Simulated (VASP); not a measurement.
Input of a VASP 6.6.1 run:

Contents of INCAR:

```
SYSTEM = MgGa6N8
  PREC = Accurate
  ENCUT = 520
  EDIFF = 1E-6
  ISMEAR = -1
  SIGMA = 0.02
  LREAL = Auto
  LASPH = .TRUE.
  NELM = 60
  ALGO = Normal
  ISIF = 2
  LWAVE = .FALSE.
  LCHARG = .FALSE.
  GGA = PE
  NELECT = 122.0
  NBANDS = 73
```

File KPOINTS:

```
Automatic mesh
0
G
  2 2 2
  0 0 0
```

File POSCAR:

```
MgGa6N8
1.0
   -3.1800000000     -5.5079220000      0.0000000000
    4.7700000000     -2.7539610000      0.0000000000
    0.0000000000      0.0000000000      5.1660000000
Ga N Mg
6 8 1
Direct
    0.4727054663      0.3270954681     -0.0092193186
    0.5129114169      0.6631074016      0.4919204413
    0.2370614841      0.8254248468      0.0033370112
    0.2798160345      0.1610037715      0.5132489353
    0.0103543561      0.6723395917      0.5209134727
    0.7404846305      0.8390679508     -0.0092175765
    0.5062656471      0.3407986913      0.3581751839
    0.4880147498      0.6586614055      0.8677969415
    0.2616802759      0.8365526787      0.3779380565
    0.2401777811      0.1483269065      0.8799732869
    0.0578165946      0.3528443964      0.4121358885
   -0.0121819609      0.6633468269      0.8903941154
    0.7636529051      0.7959438655      0.3599934185
    0.7159837248      0.1559294015      0.8719560588
   -0.1119593286      0.3398342421      0.1111544715
```

Potentials or basis: VASP PAW PBE potentials, release 64 (Ga_d, N, Mg).

The run is started by

```bash
$ cat potpaw_PBE.64/Ga_d/POTCAR potpaw_PBE.64/N/POTCAR potpaw_PBE.64/Mg/POTCAR > POTCAR
$ mpirun -np 1 vasp_std > vasp.out
```

Estimate the largest force.

1.585 eV/Å.

Forces on the atoms (eV/Å):
```
Ga  -0.119  0.018  0.097
Ga  -0.019  0.033  0.082
Ga   0.009  0.000  0.052
Ga   0.045  0.202  0.169
Ga  -0.030  0.069  0.065
Ga   0.073  0.002  0.091
N    0.146  0.250  0.110
N   -0.036  0.036  0.092
N   -0.007  0.047  0.077
N    0.136  0.117  0.177
N   -0.001  0.100  0.001
N   -0.016  0.046  0.064
N   -0.108  0.115  0.035
N   -0.014  0.084  0.011
Mg  -0.059 -1.118 -1.122
```

Caveat: the k points lie up to 0.61 Å⁻¹ apart; the cell carries a net charge on a neutralising background, which shifts energy and pressure.
